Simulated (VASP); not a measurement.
# InSe (P1) in VASP: relaxation of cell and atoms with PBE

Aim: the relaxation of cell and atoms of InSe with PBE.

Program: VASP 6.6.1. These are calculated values, not measurements. Logs are shortened: lines on timing, memory, paths and dates and some standing lists are left out, and cuts for length are marked.

### 1 The cell of the first run

The typed cell holds 4 atoms: a = 4.348 Å, b = 4.207 Å, c = 7.219 Å, α = 72.04°, β = 74.40°, γ = 59.59°.

### 2 Relaxation of cell and atoms, PBE

Input file INCAR:

```
SYSTEM = InSe
PREC = Accurate
ENCUT = 600
EDIFF = 1E-7
ISMEAR = 0
SIGMA = 0.2
LREAL = .False.
LASPH = .True.
NELM = 100
ALGO = Normal
ISIF = 3
LWAVE = .False.
LCHARG = .False.
GGA = PE
IBRION = 2
NSW = 80
EDIFFG = -0.025
```

Input file KPOINTS:

```
regular mesh
0
Gamma
  6 6 6
  0 0 0
```

Input file POSCAR:

```
InSe
1.0
   -0.0181549369     -3.1238082874     -3.0245267889
   -2.9349696747     -0.0293716750     -3.0133100508
    2.8501985114      3.0053869098     -5.9124772632
In Se
2 2
Direct
    0.9760523135      1.0229538260     -0.0321647890
    0.5002379278      0.4481351208      0.5118980885
    0.2568348173      0.2569890445      0.2713781379
    0.7668749414      0.7719220087      0.7488885626
```

Potentials or basis: VASP PAW PBE potentials, release 64 (In_d, Se).

Run with:

```
> cat potpaw_PBE.64/In_d/POTCAR potpaw_PBE.64/Se/POTCAR > POTCAR
> mpirun -np 1 vasp_std > vasp.out
```

OUTCAR:

```text
SYSTEM = InSe
   PREC = Accurate
   ENCUT = 600
   EDIFF = 1E-7
   ISMEAR = 0
   LREAL = .False.
   LASPH = .True.
   NELM = 100
   ISIF = 3
   GGA = PE
   IBRION = 2
   NSW = 80
   EDIFFG = -0.025

 ion  position               nearest neighbor table
   1  0.976  0.023  0.968-   4 2.69   4 2.84   3 3.13   4 3.14   3 3.17   3 3.35   2 3.82   2 3.96

   2  0.500  0.448  0.512-   4 2.66   3 2.74   4 3.01   3 3.07   3 3.10   4 3.20   1 3.82   1 3.96

   3  0.257  0.257  0.271-   2 2.74   2 3.07   2 3.10   1 3.13   1 3.17   1 3.35
   4  0.767  0.772  0.749-   2 2.66   1 2.69   1 2.84   2 3.01   1 3.14   2 3.20

  LATTYP: Found a triclinic cell.
 ALAT       =     4.2065362413
 B/A-ratio  =     1.0336613894
 C/A-ratio  =     1.6990806435
 COS(alpha) =     0.0262708704
 COS(beta)  =     0.2771428580
 COS(gamma) =     0.5062097972

  Lattice vectors:

 A1 = (  -2.9349696747,  -0.0293716750,  -3.0133100508)
 A2 = (  -0.0181549369,  -3.1238082874,  -3.0245267889)
 A3 = (  -5.7851681861,  -3.0347585848,   2.8991672124)

Analysis of symmetry for initial positions (statically):
=====================================================================
 Subroutine PRICEL returns:
 Original cell was already a primitive cell.

 Routine SETGRP: Setting up the symmetry group for a
 triclinic supercell.

 Subroutine GETGRP returns: Found  1 space group operations
 (whereof  1 operations were pure point group operations)
 out of a pool of  2 trial point group operations.

The static configuration has the point symmetry C_1 .

Analysis of symmetry for dynamics (positions and initial velocities):
=====================================================================
 Subroutine PRICEL returns:
 Original cell was already a primitive cell.

 Routine SETGRP: Setting up the symmetry group for a
 triclinic supercell.

 Subroutine GETGRP returns: Found  1 space group operations
 (whereof  1 operations were pure point group operations)
 out of a pool of  2 trial point group operations.

The dynamic configuration has the point symmetry C_1 .

 Subroutine INISYM returns: Found  1 space group operations
 (whereof  1 operations are pure point group operations),
 and found     1 'primitive' translations

----------------------------------------------------------------------------------------

                                     Primitive cell

  volume of cell :     107.2939

  direct lattice vectors                    reciprocal lattice vectors
    -0.018154937 -3.123808287 -3.024526789     0.086023713 -0.241779514 -0.081430559
    -2.934969675 -0.029371675 -3.013310051    -0.256858144  0.081345168 -0.082473551
     2.850198511  3.005386910 -5.912477263     0.086903032  0.082224486 -0.085445185

  length of vectors
     4.348134096  4.206536241  7.218959026     0.269236603  0.281771235  0.147016607

  position of ions in fractional coordinates (direct lattice)
     0.976052313  0.022953826  0.967835211
     0.500237928  0.448135121  0.511898088
     0.256834817  0.256989045  0.271378138
     0.766874941  0.771922009  0.748888563

  ion indices of the primitive-cell ions
   primitive index   ion index
                 1           1
                 2           2
                 3           3
                 4           4

----------------------------------------------------------------------------------------

 KPOINTS: regular mesh

Automatic generation of k-mesh.
 Grid dimensions read from file:
 generate k-points for:    6    6    6

 Generating k-lattice:

  Cartesian coordinates                     Fractional coordinates (reciprocal lattice)
     0.014337286 -0.040296586 -0.013571760     0.166666667 -0.000000000 -0.000000000
    -0.042809691  0.013557528 -0.013745592     0.000000000  0.166666667  0.000000000
     0.014483839  0.013704081 -0.014240864    -0.000000000 -0.000000000  0.166666667

  Length of vectors
     0.044872767  0.046961873  0.024502768

  Shift w.r.t. Gamma in fractional coordinates (k-lattice)
     0.000000000  0.000000000  0.000000000

 Subroutine IBZKPT returns following result:
 ===========================================

 Found    112 irreducible k-points:

 Following reciprocal coordinates:
            Coordinates               Weight
  0.000000  0.000000  0.000000      1.000000
  0.166667  0.000000  0.000000      2.000000
  0.333333  0.000000  0.000000      2.000000
  0.500000  0.000000  0.000000      1.000000
  0.000000  0.166667 -0.000000      2.000000
  0.166667  0.166667 -0.000000      2.000000
[... 16 lines left out ...]
  0.333333  0.000000  0.166667      2.000000
  0.500000 -0.000000  0.166667      2.000000
 [... further k-points ...]
   k-points           NKPTS =    112   k-points in BZ     NKDIM =    112   number of bands    NBANDS=     23
   number of dos      NEDOS =    301   number of ions     NIONS =      4
   total plane-waves  NPLWV =  77760
   dimension x,y,z NGX =    36 NGY =   36 NGZ =   60
   dimension x,y,z NGXF=    72 NGYF=   72 NGZF=  120
   ions per type =               2   2
   NGX,Y,Z   is equivalent  to a cutoff of  13.76, 14.23, 13.82 a.u.
   NGXF,Y,Z  is equivalent  to a cutoff of  27.53, 28.46, 27.63 a.u.
 SYSTEM =  InSe
   PREC   = accura    normal or accurate (medium, high low for compatibility)
   ISTART =      0    job   : 0-new  1-cont  2-samecut
   ICHARG =      2    charge: 1-file 2-atom 10-const
   ISPIN  =      1    spin polarized calculation?
   LNONCOLLINEAR =      F non collinear calculations
   LSORBIT =      F    spin-orbit coupling
   LASPH  =      T    aspherical Exc in radial PAW
   ENCUT  =  600.0 eV  44.10 Ry    6.64 a.u.   8.68  8.40 14.42*2*pi/ulx,y,z
   NELM   =    100;   NELMIN=  2; NELMDL= -5     # of ELM steps
   EDIFF  = 0.1E-06   stopping-criterion for ELM
   LREAL  =      F    real-space projection
   EDIFFG = -.3E-01   stopping-criterion for IOM
   NSW    =     80    number of steps for IOM
   IBRION =      2    ionic relax: 0-MD 1-quasi-New 2-CG
   NFREE  =      1    steps in history (QN), initial steepest desc. (CG)
   ISIF   =      3    stress and relaxation
   ISYM   =      2    0-nonsym 1-usesym 2-fastsym
   POTIM  = 0.5000    time-step for ionic-motion
   TEBEG  =    0.0;   TEEND  =   0.0 temperature during run
   PSTRESS=    0.0 pullay stress
   NELECT =      38.0000    total number of electrons
   NUPDOWN=      -1.0000    fix difference up-down
   EMIN   =  10.00;   EMAX   =-10.00  energy-range for DOS
   EFERMI =   0.00;   METHOD = LEGACY
   ISMEAR =     0;   SIGMA  =   0.20  broadening in eV -4-tet -1-fermi 0-gaus
   EFERMI_NEDOS =   21; number of points for ismear=-14 and -15
   IALGO  =     38    algorithm
   IMIX   =      4    mixing-type and parameters
     AMIX     =   0.40;   BMIX     =  1.00
     AMIX_MAG =   1.60;   BMIX_MAG =  1.00
  volume/ion in A,a.u.               =      26.82       181.01
  Fermi-wavevector in a.u.,A,eV,Ry     =   1.158273  2.188819 18.253531  1.341597
  Thomas-Fermi vector in A             =   2.294877
   LORBIT       =      0    0 simple, 1 ext, 2 COOP (PROOUT), +10 PAW based schemes
   GGA     = PE    functional components
   LHFCALC =     F    Hartree Fock is set to
   AEXX    =    0.0000 exact exchange contribution
   IVDW    =     0    specifies the selected vdW correction
   LEPSILON=     F    determine dielectric tensor
   LRPA    =     F    only Hartree local field effects (RPA)
 conjugate gradient relaxation of ions
 non-spin polarized calculation
 Gauss-broadening in eV      SIGMA  =   0.20
  energy-cutoff  :      600.00
  volume of cell :      107.29
 maximum number of plane-waves:      3603
   NGX = 17   NGY = 17   NGZ = 29

--------------------------------------- Ionic step        1  -------------------------------------------

 number of electron      38.0000000 magnetization

 Free energy of the ion-electron system (eV)
  ---------------------------------------------------
  ext. energy  EPLUGINS =         0.00000000
  ---------------------------------------------------
  free energy    TOTEN  =       -13.53079669 eV

  energy without entropy =      -13.49379385  energy(sigma->0) =      -13.51229527

------------------------ aborting loop because EDIFF is reached ----------------------------------------

  FORCE on cell =-STRESS in cart. coord.  units (eV):
  Direction    XX          YY          ZZ          XY          YZ          ZX
  --------------------------------------------------------------------------------------
  -------------------------------------------------------------------------------------
  Total        1.1270846     -0.8668944      2.1387881     -0.1021498     -0.0443667     -0.0597747
  in kB       16.8303043    -12.9449882     31.9376687     -1.5253616     -0.6625103     -0.8925917
  external PRESSURE =      11.9409949 kB  Pullay stress =       0.0000000 kB
[... 61 lines left out ...]
  energy  without entropy=      -13.6522778135  energy(sigma->0) =      -13.67339646

--------------------------------------- Ionic step        3  -------------------------------------------

 number of electron      37.9999997 magnetization

 E-fermi :   4.5896     XC(G=0):  -9.2560

 val. band max:        4.5677928584   @ k =   0.0000  -0.1667   0.1667
 cond. band min:       4.5898521143   @ k =   0.3333   0.5000   0.3333
 fundamental gap:      0.0220592559
 Fermi energy:         4.5896466581

 k-point     1 :       0.0000    0.0000    0.0000
  band No.  band energies     occupation
      1     -10.0452      2.00000
      2     -10.0231      2.00000
      3     -10.0086      2.00000
      4      -9.9891      2.00000
      5      -9.9862      2.00000
      6      -9.8197      2.00000
[... 646 lines left out ...]
  FREE ENERGIE OF THE ION-ELECTRON SYSTEM (eV)
  ---------------------------------------------------
  free  energy   TOTEN  =       -13.7328677402 eV

  energy  without entropy=      -13.6891672891  energy(sigma->0) =      -13.71101751

[... ionic steps 4 to 34 ...]

--------------------------------------- Ionic step       35  -------------------------------------------

 number of electron      37.9999997 magnetization

------------------------ aborting loop because EDIFF is reached ----------------------------------------

  FORCE on cell =-STRESS in cart. coord.  units (eV):
  Direction    XX          YY          ZZ          XY          YZ          ZX
  --------------------------------------------------------------------------------------
  -------------------------------------------------------------------------------------
  Total        0.0058324      0.0251193      0.0584298      0.0111164     -0.0154180     -0.0151854
  in kB        0.0862061      0.3712749      0.8636185      0.1643061     -0.2278852     -0.2244465
  external PRESSURE =       0.4403665 kB  Pullay stress =       0.0000000 kB
[... 61 lines left out ...]
  energy  without entropy=      -13.8625487956  energy(sigma->0) =      -13.86857549

--------------------------------------- Ionic step       37  -------------------------------------------

 number of electron      37.9999997 magnetization

 Free energy of the ion-electron system (eV)
  ---------------------------------------------------
  ext. energy  EPLUGINS =         0.00000000
  ---------------------------------------------------
  free energy    TOTEN  =       -13.87474200 eV

  energy without entropy =      -13.86260935  energy(sigma->0) =      -13.86867568

 E-fermi :   5.1617     XC(G=0):  -9.4426

 val. band max:        5.1591076727   @ k =   0.0000   0.0000   0.5000
 cond. band min:       5.2869903146   @ k =   0.5000   0.5000   0.3333
 fundamental gap:      0.1278826418
 Fermi energy:         5.1616581922

 k-point     1 :       0.0000    0.0000    0.0000
  band No.  band energies     occupation
      1      -9.7861      2.00000
      2      -9.7860      2.00000
      3      -9.7524      2.00000
      4      -9.7121      2.00000
      5      -9.7120      2.00000
      6      -9.2869      2.00000
[... 646 lines left out ...]
  FREE ENERGIE OF THE ION-ELECTRON SYSTEM (eV)
  ---------------------------------------------------
  free  energy   TOTEN  =       -13.8747420007 eV

  energy  without entropy=      -13.8626093493  energy(sigma->0) =      -13.86867568

 reached required accuracy - stopping structural energy minimisation
```

Run time: 64 min. Hardware: 1 thread of AMD EPYC 9R45 (Zen 5), shared host; peak memory 0.48 GiB.

What came out:

```yaml
Free_energy: -13.8747 eV
Relaxed_volume: 27.11 Å³/atom
Relaxed_cell: a = 4.122 Å, b = 4.123 Å, c = 7.737 Å, α = 74.62°, β = 74.60°, γ = 60.03°
Space_group_after_relaxing_to_0.1_Å: R-3m (No. 166)
Energy_gained_by_relaxing: 86.0 meV/atom
Ionic_steps: 37
Pressure_after_relaxing: 0.0 GPa
Largest_force_after_relaxing: 0.024 eV/Å
Band_gap_on_the_k_mesh: zero (bands 19 and 20 overlap by 0.50 eV)
```

Forces in eV/Å, atoms in the order of the input:
```
In  -0.015  0.019  0.004
In   0.000 -0.009 -0.001
Se   0.000 -0.011  0.008
Se   0.015  0.001 -0.011
```

The path:
```tsv
step	energy change (eV)	largest force (eV/Å)	pressure (GPa)	volume (Å³)
1	0.0000	1.2184	1.19	107.29
2	-0.1637	0.6449	-1.06	110.39
3	-0.2021	0.2956	-2.52	113.39
4	-0.2874	0.1610	-0.12	106.93
5	-0.2874	0.1603	-0.09	106.85
6	-0.2929	0.1317	-0.03	106.57
7	-0.2994	0.0737	0.19	105.77
8	-0.3014	0.0440	-0.15	106.51
9	-0.3015	0.0441	-0.22	106.67
10	-0.3024	0.0321	0.08	106.06
11	-0.3024	0.0334	0.02	106.18
12	-0.3029	0.0358	0.03	106.17
13	-0.3036	0.0419	0.02	106.14
14	-0.3040	0.0549	0.03	106.09
15	-0.3042	0.0571	0.02	106.11
16	-0.3051	0.0633	0.00	106.17
17	-0.3070	0.0752	-0.04	106.29
18	-0.3118	0.0871	-0.05	106.52
19	-0.3177	0.1012	0.13	106.95
20	-0.3177	0.0943	0.04	106.83
21	-0.3180	0.0964	0.08	106.88
22	-0.3186	0.0963	0.09	106.94
23	-0.3197	0.1056	0.12	107.11
24	-0.3208	0.1024	0.10	107.17
25	-0.3240	0.0934	0.03	107.36
26	-0.3290	0.0820	-0.11	107.73
27	-0.3339	0.1159	-0.38	108.44
28	-0.3368	0.0977	-0.03	107.73
29	-0.3376	0.0836	0.25	107.19
30	-0.3395	0.0733	0.21	107.40
31	-0.3425	0.0442	0.09	108.02
32	-0.3427	0.0397	0.07	108.18
33	-0.3434	0.0332	-0.08	108.56
34	-0.3435	0.0301	-0.15	108.78
35	-0.3438	0.0283	0.04	108.40
36	-0.3438	0.0270	0.01	108.47
37	-0.3439	0.0245	0.01	108.43
```

Final structure:
```
In Se
1.0
     0.00068   -2.91429   -2.91575
    -2.91668    0.00148   -2.91378
     3.28226    3.28571   -6.18791
In Se
2 2
Cartesian
  -2.8967 -0.0205 -2.9194
  0.1785 0.1940 -6.0073
  0.2514 0.2675 -3.1696
  0.0996 0.1199 -8.8437
```

Caveat: spin-orbit coupling is left out, which moves the levels of the heavy elements.

The gap in the log of VASP goes by the Fermi energy; the results here count the filled bands.